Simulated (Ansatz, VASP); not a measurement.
# Two plane-wave programs on HfN

File INCAR:

```
SYSTEM = HfN
PREC = Accurate
ENCUT = 520
EDIFF = 1E-6
ISMEAR = 0
SIGMA = 0.1
LREAL = .FALSE.
LASPH = .TRUE.
NELM = 120
ALGO = Normal
ISIF = 2
LWAVE = .FALSE.
LCHARG = .FALSE.
LDIPOL = .TRUE.
IDIPOL = 3
DIPOL = 0.5 0.5 0.500
GGA = PE
NBANDS = 66
GGA_COMPAT = .FALSE.
NELMDL = -8
```

File KPOINTS:

```
regular mesh
0
G
  11 8 1
  0 0 0
```

File POSCAR:

```
HfN
1.0
    3.2157753968      0.0000000000      0.0000000000
    0.0000000000      4.5477931797      0.0000000000
    0.0000000000      0.0000000000     24.6473261903
Hf N
7 7
Direct
    0.5000000000      0.5000000000      0.3042926418
    0.0000000000      0.0000000000      0.3695284279
    0.5000000000      0.5000000000      0.4347642139
    0.0000000000      0.0000000000      0.5000000000
    0.5000000000      0.5000000000      0.5652357861
    0.0000000000      0.0000000000      0.6304715721
    0.5000000000      0.5000000000      0.6957073582
    0.5000000000      0.0000000000      0.3042926418
    0.0000000000      0.5000000000      0.3695284279
    0.5000000000      0.0000000000      0.4347642139
    0.0000000000      0.5000000000      0.5000000000
    0.5000000000      0.0000000000      0.5652357861
    0.0000000000      0.5000000000      0.6304715721
    0.5000000000      0.0000000000      0.6957073582
```

Input for Ansatz:

```yaml
crystal:
  lattice:
    - [3.2157753968, 0.0, 0.0]
    - [0.0, 4.5477931797, 0.0]
    - [0.0, 0.0, 24.6473261903]
  atoms:
    - { symbol: Hf, position: [0.5, 0.5, 0.3042926418] }
    - { symbol: "N", position: [0.5, 0.0, 0.3042926418] }
    - { symbol: Hf, position: [0.0, 0.0, 0.3695284279] }
    - { symbol: "N", position: [0.0, 0.5, 0.3695284279] }
    - { symbol: Hf, position: [0.5, 0.5, 0.4347642139] }
    - { symbol: "N", position: [0.5, 0.0, 0.4347642139] }
    - { symbol: Hf, position: [0.0, 0.0, 0.5] }
    - { symbol: "N", position: [0.0, 0.5, 0.5] }
    - { symbol: Hf, position: [0.5, 0.5, 0.5652357861] }
    - { symbol: "N", position: [0.5, 0.0, 0.5652357861] }
    - { symbol: Hf, position: [0.0, 0.0, 0.6304715721] }
    - { symbol: "N", position: [0.0, 0.5, 0.6304715721] }
    - { symbol: Hf, position: [0.5, 0.5, 0.6957073582] }
    - { symbol: "N", position: [0.5, 0.0, 0.6957073582] }
basis:
  ecutwfc: 420
kpoints:
  mp_grid: { grid: [11, 8, 1] }
hamiltonian:
  xc: pbe
scf:
  occupations: { method: gaussian, width: 0.1 }
output:
  forces: true
  stress: true
  eigenvalues: true
  write_density: true
  write_potential: true
  elf: true
  volumetric_format: npy
efield:
  axis: 3
  dipole_correction: true
  ramp_width: 0.04
```

Alike in both runs: task single point; functional PBE; k mesh 11 × 8 × 1; occupations gaussian, width 0.1 eV; no spin polarisation.

```csv
,VASP,Ansatz
version,VASP 6.6.1,Ansatz 0.2.0
potentials or method,"VASP PAW PBE potentials, release 64 (Hf_pv, N), cutoff 520 eV","scalar-relativistic, plane waves, PAW"
valence electrons in the cell,105,217
```

Ansatz gave:

| Property | Result |
| --- | --- |
| gap on the k mesh at the Fermi level (eV) | none |
| rms of the force components (eV/Å) | 0.452 |

Which values does VASP return?

gap on the k mesh at the Fermi level (eV): none; rms of the force components (eV/Å): 0.471.

A gap of «none» marks a metal or a gap that the smearing closes. With one functional, cell and mesh, what is left measures potentials, basis and numerics. VASP's potentials hold 105 valence electrons a cell and Ansatz's 217, so a difference there can come from the potentials and not from the codes. Ansatz's warnings: xc potential rough in thin density.

Neither program's run includes spin-orbit coupling.
